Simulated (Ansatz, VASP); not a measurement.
**AlCo in VASP and in Ansatz**

File INCAR:

```
SYSTEM = AlCo
PREC = Accurate
ENCUT = 600
EDIFF = 1E-7
ISMEAR = 0
SIGMA = 0.1
LREAL = .False.
LASPH = .True.
NELM = 60
ALGO = Normal
ISIF = 3
LWAVE = .False.
LCHARG = .False.
GGA = PE
IBRION = 2
NSW = 90
EDIFFG = -0.04
```

KPOINTS

```
regular mesh
0
Gamma
  6 6 6
  0 0 0
```

File POSCAR:

```
AlCo
1.0
    0.0000000000      2.2442726703      2.2442726703
    2.2442726703      0.0000000000      2.2442726703
    2.2442726703      2.2442726703      0.0000000000
Al Co
1 1
Direct
    0.0000000000      0.0000000000      0.0000000000
    0.5000000000      0.5000000000      0.5000000000
```

Input for Ansatz:

```yaml
crystal:
  lattice:
    - [0.0, 2.2442726703, 2.2442726703]
    - [2.2442726703, 0.0, 2.2442726703]
    - [2.2442726703, 2.2442726703, 0.0]
  atoms:
    - { symbol: Al, position: [0.0, 0.0, 0.0] }
    - { symbol: Co, position: [0.5, 0.5, 0.5] }
basis:
  ecutwfc: 420
kpoints:
  mp_grid: { grid: [6, 6, 6] }
hamiltonian:
  xc: pbe
scf:
  occupations: { method: gaussian, width: 0.1 }
  lower_state_search: "off"
output:
  forces: true
  stress: true
  eigenvalues: true
relax:
  adjacent_minimum: "off"
  f_tol: 0.04
  max_steps: 70
  cell: { stress_tol: 0.4 }
```

Alike in both runs: task relaxation of cell and atoms; functional PBE; k mesh 6 × 6 × 6; occupations gaussian, width 0.1 eV; no spin polarisation.

|  | VASP | Ansatz |
| --- | --- | --- |
| version | VASP 6.6.1 | Ansatz 0.2.0 |
| potentials or method | VASP PAW PBE potentials, release 64 (Al, Co), cutoff 600 eV | scalar-relativistic, plane waves, PAW |
| valence electrons in the cell | 12 | 20 |

|  | VASP | Ansatz | Ansatz less VASP |
| --- | --- | --- | --- |
| gap on the k mesh at the Fermi level, each at its own relaxed structure (eV) | none | none | - |
| relaxed volume (Å³/atom) | 13.75 | 13.72 | -0.027 |
| relaxed length of the cell vector where the two differ most in proportion (Å) | 3.388 | 3.386 | -0.0022 |

A gap of «none» marks a metal or a gap that the smearing closes. VASP's potentials hold 12 valence electrons a cell and Ansatz's 20, so a difference there can come from the potentials and not from the codes.

The k mesh is coarse, so the values compare programs but aren't converged. Noted on VASP's run: the volume moved by over 15 % at a fixed basis, so the end points are rough.
